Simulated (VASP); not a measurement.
Wanted: the native input for a VASP 6.6.1 run.

| Item | Value |
| --- | --- |
| Task | single point |
| Functional | PBE |
| Potentials or basis | VASP PAW PBE potentials, release 64 (C) |
| Cutoff | 520 eV |
| k mesh | 8 × 8 × 8 |
| Occupations | fermi-dirac, width 0.05 eV |
| Spin | no spin polarisation |
| Dipole correction | no |
| Further INCAR settings | ALGO = Normal; EDIFF = 1e-06; NBANDS = 11 |

The structure of C lies in POSCAR:

```
C
1.0
    0.0000000000      1.7858176506      1.7858176506
    1.7858176506      0.0000000000      1.7858176506
    1.7858176506      1.7858176506      0.0000000000
C
2
Direct
    0.5000000000      0.5000000000      0.5000000000
    0.7500000000      0.7500000000      0.7500000000
```

The input as run:

INCAR

```
SYSTEM = C
PREC     = Accurate       ! precision mode
ENCUT    = 520            ! plane-wave cutoff, eV
EDIFF    = 1E-6           ! SCF threshold, eV
ISMEAR   = -1             ! smearing method
SIGMA    = 0.05           ! smearing width, eV
LREAL    = .False.        ! projectors in reciprocal space
LASPH    = .True.         ! aspherical terms in the spheres
NELM     = 100            ! most SCF steps
ALGO     = Normal         ! electronic algorithm
ISIF     = 2              ! what is computed and relaxed
LWAVE    = .False.        ! write WAVECAR
LCHARG   = .True.         ! write CHGCAR
GGA      = PE             ! functional
LELF     = .True.         ! ELF
LVHAR    = .True.       
NBANDS   = 11             ! bands
```

KPOINTS

```
regular mesh
0
Gamma
  8 8 8
  0 0 0
```

Potentials or basis: VASP PAW PBE potentials, release 64 (C).

The run is started by

```sh
$ cat potpaw_PBE.64/C/POTCAR > POTCAR
$ mpirun -np 1 vasp_std > vasp.out
```

Results of the run:

* Pressure: 0.6 GPa
* Band gap on the k mesh: 4.12 eV, indirect (least direct gap 5.58 eV)

Wall time 6.7 s on 1 thread of Intel(R) Xeon(R) Platinum 8259CL CPU @ 2.50GHz (Skylake/Cascade Lake) (shared host), peak memory 0.11 GiB.
